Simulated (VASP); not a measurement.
# SiO2 (P4_2/mnm) in VASP: notebook

The runs below take SiO2 through single point, with LDA.

Program: VASP 6.6.1. These are calculated values, not measurements. Logs are shortened: lines on timing, memory, paths and dates and some standing lists are left out, and cuts for length are marked.

## 1. The cell of the first run

The structure is tetragonal, space group P4_2/mnm (No. 136). Conventional cell: a = 4.230 Å, b = 4.230 Å, c = 2.725 Å, α = 90.00°, β = 90.00°, γ = 90.00°. Within 2.4 Å of Si (site symmetry mmm) lie 6 O at 1.79 to 1.83 Å. O (site symmetry m2m) has 3 Si at 1.79 to 1.83 Å and 1 O at 2.33 Å within 2.4 Å.

## 2. Single point, LDA

INCAR reads:

```
  PREC = Accurate
  ENCUT = 520
  EDIFF = 1E-6
  ISMEAR = 0
  SIGMA = 0.05
  LREAL = False
  LASPH = True
  NELM = 60
  ALGO = Normal
  ISIF = 2
  LWAVE = False
  LCHARG = False
  NBANDS = 25
```

KPOINTS reads:

```
regular mesh
0
Gamma
  6 6 8
```

POSCAR reads:

```
SiO2
1.0
    4.2299000000      0.0000000000      0.0000000000
    0.0000000000      4.2299000000      0.0000000000
    0.0000000000      0.0000000000      2.7252000000
Si O
2 4
Direct
    0.5000000000      0.5000000000      0.5000000000
    0.0000000000      0.0000000000      0.0000000000
    0.6944252994      0.6944252994      0.0000000000
    0.1944252994      0.8055747006      0.5000000000
    0.3055747006      0.3055747006      0.0000000000
    0.8055747006      0.1944252994      0.5000000000
```

Potentials or basis: VASP PAW LDA potentials, release 64 (Si, O).

Command:

```bash
> cat potpaw_LDA.64/Si/POTCAR potpaw_LDA.64/O/POTCAR > POTCAR
> mpirun -np 1 vasp_std > vasp.out
```

OUTCAR:

```text
PREC = Accurate
   ENCUT = 520
   EDIFF = 1E-6
   ISMEAR = 0
   LREAL = False
   LASPH = True
   NELM = 60
   ISIF = 2

 ion  position               nearest neighbor table
   1  0.500  0.500  0.500-   3 1.79   5 1.79   3 1.79   5 1.79   4 1.83   6 1.83
   2  0.000  0.000  0.000-   4 1.79   6 1.79   4 1.79   6 1.79   5 1.83   3 1.83
   3  0.694  0.694  0.000-   1 1.79   1 1.79   2 1.83
   4  0.194  0.806  0.500-   2 1.79   2 1.79   1 1.83
   5  0.306  0.306  0.000-   1 1.79   1 1.79   2 1.83
   6  0.806  0.194  0.500-   2 1.79   2 1.79   1 1.83

  LATTYP: Found a simple tetragonal cell.
 ALAT       =     4.2299000000
 C/A-ratio  =     0.6442705501

  Lattice vectors:

 A1 = (   4.2299000000,   0.0000000000,   0.0000000000)
 A2 = (   0.0000000000,   4.2299000000,   0.0000000000)
 A3 = (   0.0000000000,   0.0000000000,   2.7252000000)

Analysis of symmetry for initial positions (statically):
=====================================================================
 Subroutine PRICEL returns:
 Original cell was already a primitive cell.

 Routine SETGRP: Setting up the symmetry group for a
 simple tetragonal supercell.

 Subroutine GETGRP returns: Found 16 space group operations
 (whereof  8 operations were pure point group operations)
 out of a pool of 16 trial point group operations.

The static configuration has the point symmetry D_2h.
 The point group associated with its full space group is D_4h.

Analysis of symmetry for dynamics (positions and initial velocities):
=====================================================================
 Subroutine PRICEL returns:
 Original cell was already a primitive cell.

 Routine SETGRP: Setting up the symmetry group for a
 simple tetragonal supercell.

 Subroutine GETGRP returns: Found 16 space group operations
 (whereof  8 operations were pure point group operations)
 out of a pool of 16 trial point group operations.

The dynamic configuration has the point symmetry D_2h.
 The point group associated with its full space group is D_4h.

 Subroutine INISYM returns: Found 16 space group operations
 (whereof  8 operations are pure point group operations),
 and found     1 'primitive' translations

----------------------------------------------------------------------------------------

                                     Primitive cell

  volume of cell :      48.7594

  direct lattice vectors                    reciprocal lattice vectors
     4.229900000  0.000000000  0.000000000     0.236412208  0.000000000  0.000000000
     0.000000000  4.229900000  0.000000000     0.000000000  0.236412208  0.000000000
     0.000000000  0.000000000  2.725200000     0.000000000  0.000000000  0.366945545

  length of vectors
     4.229900000  4.229900000  2.725200000     0.236412208  0.236412208  0.366945545

  position of ions in fractional coordinates (direct lattice)
     0.500000000  0.500000000  0.500000000
     0.000000000  0.000000000  0.000000000
     0.694425299  0.694425299  0.000000000
     0.194425299  0.805574701  0.500000000
     0.305574701  0.305574701  0.000000000
     0.805574701  0.194425299  0.500000000

  ion indices of the primitive-cell ions
   primitive index   ion index
                 1           1
                 2           2
                 3           3
                 4           4
                 5           5
                 6           6

----------------------------------------------------------------------------------------

 KPOINTS: regular mesh

Automatic generation of k-mesh.
 Grid dimensions read from file:
 generate k-points for:    6    6    8

 Generating k-lattice:

  Cartesian coordinates                     Fractional coordinates (reciprocal lattice)
     0.039402035  0.000000000  0.000000000     0.166666667  0.000000000  0.000000000
     0.000000000  0.039402035  0.000000000     0.000000000  0.166666667  0.000000000
     0.000000000  0.000000000  0.045868193     0.000000000  0.000000000  0.125000000

  Length of vectors
     0.039402035  0.039402035  0.045868193

  Shift w.r.t. Gamma in fractional coordinates (k-lattice)
     0.000000000  0.000000000  0.000000000

 Subroutine IBZKPT returns following result:
 ===========================================

 Found     50 irreducible k-points:

 Following reciprocal coordinates:
            Coordinates               Weight
  0.000000  0.000000  0.000000      1.000000
  0.166667  0.000000  0.000000      4.000000
  0.333333  0.000000  0.000000      4.000000
  0.500000  0.000000  0.000000      2.000000
  0.166667  0.166667  0.000000      4.000000
  0.333333  0.166667  0.000000      8.000000
[... 16 lines left out ...]
  0.333333  0.000000  0.250000      8.000000
  0.500000  0.000000  0.250000      4.000000
 [... further k-points ...]
   k-points           NKPTS =     50   k-points in BZ     NKDIM =     50   number of bands    NBANDS=     25
   number of dos      NEDOS =    301   number of ions     NIONS =      6
   total plane-waves  NPLWV =  20480
   dimension x,y,z NGX =    32 NGY =   32 NGZ =   20
   dimension x,y,z NGXF=    64 NGYF=   64 NGZF=   40
   ions per type =               2   4
   NGX,Y,Z   is equivalent  to a cutoff of  12.58, 12.58, 12.20 a.u.
   NGXF,Y,Z  is equivalent  to a cutoff of  25.15, 25.15, 24.40 a.u.
 SYSTEM =  unknown system
   PREC   = accura    normal or accurate (medium, high low for compatibility)
   ISTART =      0    job   : 0-new  1-cont  2-samecut
   ICHARG =      2    charge: 1-file 2-atom 10-const
   ISPIN  =      1    spin polarized calculation?
   LNONCOLLINEAR =      F non collinear calculations
   LSORBIT =      F    spin-orbit coupling
   LASPH  =      T    aspherical Exc in radial PAW
   ENCUT  =  520.0 eV  38.22 Ry    6.18 a.u.   7.86  7.86  5.07*2*pi/ulx,y,z
   NELM   =     60;   NELMIN=  2; NELMDL= -5     # of ELM steps
   EDIFF  = 0.1E-05   stopping-criterion for ELM
   LREAL  =      F    real-space projection
   EDIFFG = 0.1E-04   stopping-criterion for IOM
   NSW    =      0    number of steps for IOM
   IBRION =     -1    ionic relax: 0-MD 1-quasi-New 2-CG
   NFREE  =      0    steps in history (QN), initial steepest desc. (CG)
   ISIF   =      2    stress and relaxation
   ISYM   =      2    0-nonsym 1-usesym 2-fastsym
   POTIM  = 0.5000    time-step for ionic-motion
   TEBEG  =    0.0;   TEEND  =   0.0 temperature during run
   PSTRESS=    0.0 pullay stress
   NELECT =      32.0000    total number of electrons
   NUPDOWN=      -1.0000    fix difference up-down
   EMIN   =  10.00;   EMAX   =-10.00  energy-range for DOS
   EFERMI =   0.00;   METHOD = LEGACY
   ISMEAR =     0;   SIGMA  =   0.05  broadening in eV -4-tet -1-fermi 0-gaus
   EFERMI_NEDOS =   21; number of points for ismear=-14 and -15
   IALGO  =     38    algorithm
   IMIX   =      4    mixing-type and parameters
     AMIX     =   0.40;   BMIX     =  1.00
     AMIX_MAG =   1.60;   BMIX_MAG =  1.00
  volume/ion in A,a.u.               =       8.13        54.84
  Fermi-wavevector in a.u.,A,eV,Ry     =   1.422674  2.688463 27.538197  2.024000
  Thomas-Fermi vector in A             =   2.543352
   LORBIT       =      0    0 simple, 1 ext, 2 COOP (PROOUT), +10 PAW based schemes
   GGA     = CA    functional components
   LHFCALC =     F    Hartree Fock is set to
   AEXX    =    0.0000 exact exchange contribution
   IVDW    =     0    specifies the selected vdW correction
   LEPSILON=     F    determine dielectric tensor
   LRPA    =     F    only Hartree local field effects (RPA)
 non-spin polarized calculation
 Gauss-broadening in eV      SIGMA  =   0.05
  energy-cutoff  :      520.00
  volume of cell :       48.76
 maximum number of plane-waves:      1340
 NGX is ok and might be reduce to    32
   NGX = 15   NGY = 15   NGZ = 11

 number of electron      31.9999998 magnetization

 Free energy of the ion-electron system (eV)
  ---------------------------------------------------
  ext. energy  EPLUGINS =         0.00000000
  ---------------------------------------------------
  free energy    TOTEN  =       -51.82501504 eV

  energy without entropy =      -51.82501504  energy(sigma->0) =      -51.82501504

 E-fermi :   7.6869     XC(G=0): -12.5036

 val. band max:        7.4874596689   @ k =   0.0000   0.0000   0.0000
 cond. band min:      12.2311208632   @ k =   0.0000   0.0000   0.0000
 fundamental gap:      4.7436611943
 Fermi energy:         7.6869114049

 k-point     1 :       0.0000    0.0000    0.0000
  band No.  band energies     occupation
      1     -14.4466      2.00000
      2     -10.9214      2.00000
      3     -10.9214      2.00000
      4     -10.6609      2.00000
      5      -3.1978      2.00000
      6       1.2440      2.00000
[... 17 lines left out ...]
     24      20.9835      0.00000
     25      22.4901      0.00000

 k-point     2 :       0.1667    0.0000    0.0000
  band No.  band energies     occupation
      1     -14.3049      2.00000
      2     -11.5525      2.00000
      3     -10.8497      2.00000
      4     -10.3327      2.00000
      5      -2.9927      2.00000
      6       0.5191      2.00000
[... 17 lines left out ...]
     24      20.4585      0.00000
     25      22.2688      0.00000

 k-point     3 :       0.3333    0.0000    0.0000
  band No.  band energies     occupation
      1     -13.8903      2.00000
      2     -12.4182      2.00000
      3     -10.6569      2.00000
      4     -10.2525      2.00000
      5      -2.4332      2.00000
      6      -0.5903      2.00000
[... 17 lines left out ...]
     24      20.6160      0.00000
     25      21.4776      0.00000

 k-point     4 :       0.5000    0.0000    0.0000
  band No.  band energies     occupation
      1     -13.2382      2.00000
      2     -13.2382      2.00000
      3     -10.4150      2.00000
      4     -10.4150      2.00000
      5      -1.6103      2.00000
      6      -1.6103      2.00000
[... 17 lines left out ...]
     24      20.1165      0.00000
     25      21.6621      0.00000
[... 477 lines left out ...]
 k-point    22 :       0.1667    0.0000    0.2500
  band No.  band energies     occupation
      1     -13.5483      2.00000
      2     -11.1939      2.00000
      3     -10.5246      2.00000
      4     -10.3197      2.00000
      5      -2.7105      2.00000
      6       0.3701      2.00000
[... 17 lines left out ...]
     24      20.4441      0.00000
     25      20.9568      0.00000

 k-point    23 :       0.3333    0.0000    0.2500
  band No.  band energies     occupation
      1     -13.1734      2.00000
      2     -11.8927      2.00000
      3     -10.4145      2.00000
      4     -10.2328      2.00000
      5      -1.9962      2.00000
      6      -0.1426      2.00000
[... 17 lines left out ...]
     24      19.7245      0.00000
     25      20.7200      0.00000

 k-point    24 :       0.5000    0.0000    0.2500
  band No.  band energies     occupation
      1     -12.5948      2.00000
      2     -12.5948      2.00000
      3     -10.2916      2.00000
      4     -10.2916      2.00000
      5      -1.0520      2.00000
      6      -1.0520      2.00000
[... 17 lines left out ...]
     24      19.7850      0.00000
     25      20.6008      0.00000

 [... further k-points ...]
[... 5 lines left out ...]
  --------------------------------------------------------------------------------------
  -------------------------------------------------------------------------------------
  Total       -4.6588784     -4.6588784     -6.2502738      0.0000000      0.0000000      0.0000000
  in kB     -153.0852610   -153.0852610   -205.3766405      0.0000000      0.0000000      0.0000000
  external PRESSURE =    -170.5157208 kB  Pullay stress =       0.0000000 kB

 VOLUME and BASIS-vectors are now :
 -----------------------------------------------------------------------------
  energy-cutoff  :      520.00
  volume of cell :       48.76
      direct lattice vectors                 reciprocal lattice vectors
     4.229900000  0.000000000  0.000000000     0.236412208  0.000000000  0.000000000
     0.000000000  4.229900000  0.000000000     0.000000000  0.236412208  0.000000000
     0.000000000  0.000000000  2.725200000     0.000000000  0.000000000  0.366945545

 POSITION                                       TOTAL-FORCE (eV/Angst)
 -----------------------------------------------------------------------------------
      2.11495      2.11495      1.36260        -0.000000      0.000000     -0.000000
      0.00000      0.00000      0.00000        -0.000000      0.000000     -0.000000
      2.93735      2.93735      0.00000        -0.202782     -0.202782      0.000000
      0.82240      3.40750      1.36260        -0.202782      0.202782     -0.000000
      1.29255      1.29255      0.00000         0.202782      0.202782     -0.000000
      3.40750      0.82240      1.36260         0.202782     -0.202782      0.000000
 -----------------------------------------------------------------------------------
    total drift:                                0.000000      0.000000     -0.000000

  FREE ENERGIE OF THE ION-ELECTRON SYSTEM (eV)
  ---------------------------------------------------
  free  energy   TOTEN  =       -51.8250150367 eV

  energy  without entropy=      -51.8250150367  energy(sigma->0) =      -51.82501504
```

Wall time 54 s (1 thread of Intel Xeon 8259CL, shared host); peak memory 0.16 GiB.

Results:

* Free energy: -51.8250 eV
* Pressure: -17.1 GPa
* Largest force: 0.287 eV/Å
* Band gap on the k mesh: 4.74 eV

Forces on the atoms (eV/Å):
```
Si   0.000  0.000  0.000
Si   0.000  0.000  0.000
O   -0.203 -0.203  0.000
O   -0.203  0.203  0.000
O    0.203  0.203  0.000
O    0.203 -0.203  0.000
```

Levels at points of the mesh, in eV from the valence-band top:
```
           k point  band 13  band 14  band 15  band 16  band 17  band 18  band 19  band 20
(0.00, 0.00, 0.00)    -2.53    -0.87    -0.87     0.00     4.74     6.12     7.79     7.79
(0.50, 0.00, 0.00)    -2.66    -2.66    -1.03    -1.03     6.93     6.93     8.38     8.38
(0.50, 0.50, 0.00)    -2.66    -2.66    -2.15    -2.15     6.65     6.65     9.33     9.33
(0.00, 0.00, 0.50)    -2.98    -2.98    -2.56    -2.56     8.28     8.28    11.91    11.91
(0.50, 0.00, 0.50)    -2.20    -2.20    -1.68    -1.68     8.07     8.07     9.26     9.26
(0.50, 0.50, 0.50)    -1.68    -1.68    -1.48    -1.48     6.46     6.46    10.45    10.45
```

Caveat: the cell stands under tension.

(Continued in part 2 of 2.)
